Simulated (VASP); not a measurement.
# BN (P6_3mc) in VASP: relaxation of cell and atoms with LDA

Aim: the relaxation of cell and atoms of BN with LDA.

Everything below comes from runs of VASP 6.6.1. Logs are shortened: lines on timing, memory, paths and dates and some standing lists are left out, and cuts for length are marked.

### 1 The cell of the first run

It takes space group P6_3mc (No. 186, hexagonal). The conventional cell has a = 2.554 Å, b = 2.554 Å, c = 4.224 Å, α = 90.00°, β = 90.00°, γ = 120.00°. Within 2.1 Å of B (site symmetry 3m) lie 4 N at 1.57 to 1.58 Å. N (site symmetry 3m) has 4 B at 1.57 to 1.58 Å within 2.1 Å.

### 2 Relaxation of cell and atoms, LDA

Contents of INCAR:

```
  PREC = Accurate
  ENCUT = 600
  EDIFF = 1E-6
  ISMEAR = -1
  SIGMA = 0.02
  LREAL = False
  LASPH = True
  NELM = 80
  ALGO = Normal
  ISIF = 3
  LWAVE = False
  LCHARG = False
  IBRION = 2
  NSW = 80
  EDIFFG = -0.005
```

Contents of KPOINTS:

```
regular mesh
0
Gamma
  12 12 6
```

Contents of POSCAR:

```
BN
1.0
    2.5544338114      0.0000000000      0.0000000000
   -1.2772169057      2.2122045730      0.0000000000
    0.0000000000      0.0000000000      4.2244270483
B N
2 2
Direct
    0.3333333333      0.6666666667      0.0001896167
    0.6666666667      0.3333333333      0.5001896167
    0.3333333333      0.6666666667      0.3748103833
    0.6666666667      0.3333333333      0.8748103833
```

Potentials or basis: VASP PAW LDA potentials, release 64 (B, N).

Command:

```
cat potpaw_LDA.64/B/POTCAR potpaw_LDA.64/N/POTCAR > POTCAR
mpirun -np 1 vasp_std > vasp.out
```

OUTCAR:

```text
PREC = Accurate
   ENCUT = 600
   EDIFF = 1E-6
   ISMEAR = -1
   LREAL = False
   LASPH = True
   NELM = 80
   ISIF = 3
   IBRION = 2
   NSW = 80
   EDIFFG = -0.005

 ion  position               nearest neighbor table
   1  0.333  0.667  0.000-   4 1.57   4 1.57   4 1.57   3 1.58
   2  0.667  0.333  0.500-   3 1.57   3 1.57   3 1.57   4 1.58
   3  0.333  0.667  0.375-   2 1.57   2 1.57   2 1.57   1 1.58
   4  0.667  0.333  0.875-   1 1.57   1 1.57   1 1.57   2 1.58

  LATTYP: Found a hexagonal cell.
 ALAT       =     2.5544338114
 C/A-ratio  =     1.6537625792

  Lattice vectors:

 A1 = (   2.5544338114,   0.0000000000,   0.0000000000)
 A2 = (  -1.2772169057,   2.2122045730,   0.0000000000)
 A3 = (   0.0000000000,   0.0000000000,   4.2244270483)

Analysis of symmetry for initial positions (statically):
=====================================================================
 Subroutine PRICEL returns:
 Original cell was already a primitive cell.

 Routine SETGRP: Setting up the symmetry group for a
 hexagonal supercell.

 Subroutine GETGRP returns: Found 12 space group operations
 (whereof  6 operations were pure point group operations)
 out of a pool of 24 trial point group operations.

The static configuration has the point symmetry C_3v.
 The point group associated with its full space group is C_6v.

Analysis of symmetry for dynamics (positions and initial velocities):
=====================================================================
 Subroutine PRICEL returns:
 Original cell was already a primitive cell.

 Routine SETGRP: Setting up the symmetry group for a
 hexagonal supercell.

 Subroutine GETGRP returns: Found 12 space group operations
 (whereof  6 operations were pure point group operations)
 out of a pool of 24 trial point group operations.

The dynamic configuration has the point symmetry C_3v.
 The point group associated with its full space group is C_6v.

 Subroutine INISYM returns: Found 12 space group operations
 (whereof  6 operations are pure point group operations),
 and found     1 'primitive' translations

----------------------------------------------------------------------------------------

                                     Primitive cell

  volume of cell :      23.8719

  direct lattice vectors                    reciprocal lattice vectors
     2.554433811  0.000000000  0.000000000     0.391476184  0.226018880  0.000000000
    -1.277216906  2.212204573  0.000000000     0.000000000  0.452037760  0.000000000
     0.000000000  0.000000000  4.224427048     0.000000000  0.000000000  0.236718492

  length of vectors
     2.554433811  2.554433811  4.224427048     0.452037760  0.452037760  0.236718492

  position of ions in fractional coordinates (direct lattice)
     0.333333333  0.666666667  0.000189617
     0.666666667  0.333333333  0.500189617
     0.333333333  0.666666667  0.374810383
     0.666666667  0.333333333  0.874810383

  ion indices of the primitive-cell ions
   primitive index   ion index
                 1           1
                 2           2
                 3           3
                 4           4

----------------------------------------------------------------------------------------

 KPOINTS: regular mesh

Automatic generation of k-mesh.
 Grid dimensions read from file:
 generate k-points for:   12   12    6

 Generating k-lattice:

  Cartesian coordinates                     Fractional coordinates (reciprocal lattice)
     0.032623015  0.018834907  0.000000000     0.083333333 -0.000000000  0.000000000
     0.000000000  0.037669813  0.000000000     0.000000000  0.083333333  0.000000000
     0.000000000  0.000000000  0.039453082     0.000000000  0.000000000  0.166666667

  Length of vectors
     0.037669813  0.037669813  0.039453082

  Shift w.r.t. Gamma in fractional coordinates (k-lattice)
     0.000000000  0.000000000  0.000000000

 Subroutine IBZKPT returns following result:
 ===========================================

 Found     76 irreducible k-points:

 Following reciprocal coordinates:
            Coordinates               Weight
  0.000000  0.000000  0.000000      1.000000
  0.083333  0.000000  0.000000      6.000000
  0.166667 -0.000000  0.000000      6.000000
  0.250000  0.000000  0.000000      6.000000
  0.333333  0.000000  0.000000      6.000000
  0.416667  0.000000  0.000000      6.000000
[... 16 lines left out ...]
  0.250000  0.000000  0.166667     12.000000
  0.333333  0.000000  0.166667     12.000000
 [... further k-points ...]
   k-points           NKPTS =     76   k-points in BZ     NKDIM =     76   number of bands    NBANDS=     12
   number of dos      NEDOS =    301   number of ions     NIONS =      4
   total plane-waves  NPLWV =  14400
   dimension x,y,z NGX =    20 NGY =   20 NGZ =   36
   dimension x,y,z NGXF=    40 NGYF=   40 NGZF=   72
   ions per type =               2   2
   NGX,Y,Z   is equivalent  to a cutoff of  13.02, 13.02, 14.17 a.u.
   NGXF,Y,Z  is equivalent  to a cutoff of  26.03, 26.03, 28.33 a.u.
 SYSTEM =  unknown system
   PREC   = accura    normal or accurate (medium, high low for compatibility)
   ISTART =      0    job   : 0-new  1-cont  2-samecut
   ICHARG =      2    charge: 1-file 2-atom 10-const
   ISPIN  =      1    spin polarized calculation?
   LNONCOLLINEAR =      F non collinear calculations
   LSORBIT =      F    spin-orbit coupling
   LASPH  =      T    aspherical Exc in radial PAW
   ENCUT  =  600.0 eV  44.10 Ry    6.64 a.u.   5.10  5.10  8.44*2*pi/ulx,y,z
   NELM   =     80;   NELMIN=  2; NELMDL= -5     # of ELM steps
   EDIFF  = 0.1E-05   stopping-criterion for ELM
   LREAL  =      F    real-space projection
   EDIFFG = -.5E-02   stopping-criterion for IOM
   NSW    =     80    number of steps for IOM
   IBRION =      2    ionic relax: 0-MD 1-quasi-New 2-CG
   NFREE  =      1    steps in history (QN), initial steepest desc. (CG)
   ISIF   =      3    stress and relaxation
   ISYM   =      2    0-nonsym 1-usesym 2-fastsym
   POTIM  = 0.5000    time-step for ionic-motion
   TEBEG  =    0.0;   TEEND  =   0.0 temperature during run
   PSTRESS=    0.0 pullay stress
   NELECT =      16.0000    total number of electrons
   NUPDOWN=      -1.0000    fix difference up-down
   EMIN   =  10.00;   EMAX   =-10.00  energy-range for DOS
   EFERMI =   0.00;   METHOD = LEGACY
   ISMEAR =    -1;   SIGMA  =   0.02  broadening in eV -4-tet -1-fermi 0-gaus
   EFERMI_NEDOS =   21; number of points for ismear=-14 and -15
   IALGO  =     38    algorithm
   IMIX   =      4    mixing-type and parameters
     AMIX     =   0.40;   BMIX     =  1.00
     AMIX_MAG =   1.60;   BMIX_MAG =  1.00
  volume/ion in A,a.u.               =       5.97        40.27
  Fermi-wavevector in a.u.,A,eV,Ry     =   1.432690  2.707392 27.927328  2.052601
  Thomas-Fermi vector in A             =   2.552290
   LORBIT       =      0    0 simple, 1 ext, 2 COOP (PROOUT), +10 PAW based schemes
   GGA     = CA    functional components
   LHFCALC =     F    Hartree Fock is set to
   AEXX    =    0.0000 exact exchange contribution
   IVDW    =     0    specifies the selected vdW correction
   LEPSILON=     F    determine dielectric tensor
   LRPA    =     F    only Hartree local field effects (RPA)
 conjugate gradient relaxation of ions
 non-spin polarized calculation
  energy-cutoff  :      600.00
  volume of cell :       23.87
 maximum number of plane-waves:       807
   NGX = 11   NGY = 11   NGZ = 17

--------------------------------------- Ionic step        1  -------------------------------------------

 number of electron      16.0000000 magnetization

 Free energy of the ion-electron system (eV)
  ---------------------------------------------------
  ext. energy  EPLUGINS =         0.00000000
  ---------------------------------------------------
  free energy    TOTEN  =       -38.72891142 eV

  energy without entropy =      -38.72891142  energy(sigma->0) =      -38.72891142

------------------------ aborting loop because EDIFF is reached ----------------------------------------

  FORCE on cell =-STRESS in cart. coord.  units (eV):
  Direction    XX          YY          ZZ          XY          YZ          ZX
  --------------------------------------------------------------------------------------
  -------------------------------------------------------------------------------------
  Total       -1.9616250     -1.9616250     -1.9177918      0.0000000      0.0000000      0.0000000
  in kB     -131.6554408   -131.6554408   -128.7135557      0.0000000      0.0000000      0.0000000
  external PRESSURE =    -130.6748125 kB  Pullay stress =       0.0000000 kB
[... 251 lines left out ...]
  energy  without entropy=      -38.7629947174  energy(sigma->0) =      -38.76299472

--------------------------------------- Ionic step        8  -------------------------------------------

 number of electron      16.0000002 magnetization

 Free energy of the ion-electron system (eV)
  ---------------------------------------------------
  ext. energy  EPLUGINS =         0.00000000
  ---------------------------------------------------
  free energy    TOTEN  =       -38.76299783 eV

  energy without entropy =      -38.76299783  energy(sigma->0) =      -38.76299783

 E-fermi :   8.2506     XC(G=0): -13.2136

 val. band max:        7.8621523243   @ k =   0.0000   0.0000   0.0000
 cond. band min:      12.7693037951   @ k =   0.3333   0.3333   0.0000
 fundamental gap:      4.9071514708
 Fermi energy:         8.2505802198

 k-point     1 :       0.0000    0.0000    0.0000
  band No.  band energies     occupation
      1     -12.6709      2.00000
      2      -8.3421      2.00000
      3      -3.3236      2.00000
      4       5.6775      2.00000
      5       5.6775      2.00000
      6       7.5667      2.00000
      7       7.8622      2.00000
      8       7.8622      2.00000
      9      16.1961      0.00000
     10      16.1961      0.00000
     11      16.4799      0.00000
     12      17.7709      0.00000
[... 331 lines left out ...]
 k-point    24 :       0.3333    0.0000    0.1667
  band No.  band energies     occupation
      1     -10.1555      2.00000
      2      -7.2645      2.00000
      3      -1.1396      2.00000
      4       0.3386      2.00000
      5       1.8293      2.00000
      6       3.4383      2.00000
      7       5.2803      2.00000
      8       5.8997      2.00000
      9      14.7345      0.00000
     10      16.1760      0.00000
     11      18.7945      0.00000
     12      18.9794      0.00000

 [... further k-points ...]

------------------------ aborting loop because EDIFF is reached ----------------------------------------

  FORCE on cell =-STRESS in cart. coord.  units (eV):
  Direction    XX          YY          ZZ          XY          YZ          ZX
  --------------------------------------------------------------------------------------
  -------------------------------------------------------------------------------------
  Total       -0.0011629     -0.0011629     -0.0015715      0.0000000      0.0000000      0.0000000
  in kB       -0.0808045     -0.0808045     -0.1091942      0.0000000      0.0000000      0.0000000
  external PRESSURE =      -0.0902677 kB  Pullay stress =       0.0000000 kB
[... 19 lines left out ...]
  FREE ENERGIE OF THE ION-ELECTRON SYSTEM (eV)
  ---------------------------------------------------
  free  energy   TOTEN  =       -38.7629978341 eV

  energy  without entropy=      -38.7629978341  energy(sigma->0) =      -38.76299783

 reached required accuracy - stopping structural energy minimisation
```

Wall time 2.2 min (1 thread of AMD EPYC 7R13, shared host); peak memory 0.11 GiB.

What came out:

* Free energy: -38.7630 eV
* Relaxed volume: 5.76 Å³/atom
* Relaxed cell: a = 2.525 Å, b = 2.525 Å, c = 4.177 Å, α = 90.00°, β = 90.00°, γ = 120.00°
* Space group after relaxing (to 0.05 Å): P6_3mc (No. 186)
* Energy gained by relaxing: 8.5 meV/atom
* Ionic steps: 8
* Pressure after relaxing: 0.0 GPa
* Band gap on the k mesh: 4.91 eV, indirect (least direct gap 8.27 eV)

Step by step:
```
step  energy change (eV)  largest force (eV/Å)  pressure (GPa)  volume (Å³)
   1              0.0000                0.0045          -13.07        23.87
   2              0.0056                0.0662           15.77        22.23
   3             -0.0341                0.0274           -0.10        23.06
   4             -0.0340                0.0281            0.18        23.05
   5             -0.0340                0.0315            0.20        23.05
   6             -0.0341                0.0001            0.19        23.05
   7             -0.0341                0.0000           -0.13        23.07
   8             -0.0341                0.0001           -0.01        23.06
```

Final structure:
```
B N
1.0
     2.52465    0.00000    0.00000
    -1.26232    2.18641    0.00000
     0.00000    0.00000    4.17737
B N
2 2
Cartesian
  0.0000 1.4576 0.0013
  1.2623 0.7288 2.0899
  0.0000 1.4576 1.5653
  1.2623 0.7288 3.6539
```

A k mesh can miss the band edges. A hybrid or GW would open this gap; LDA tends to underestimate it.
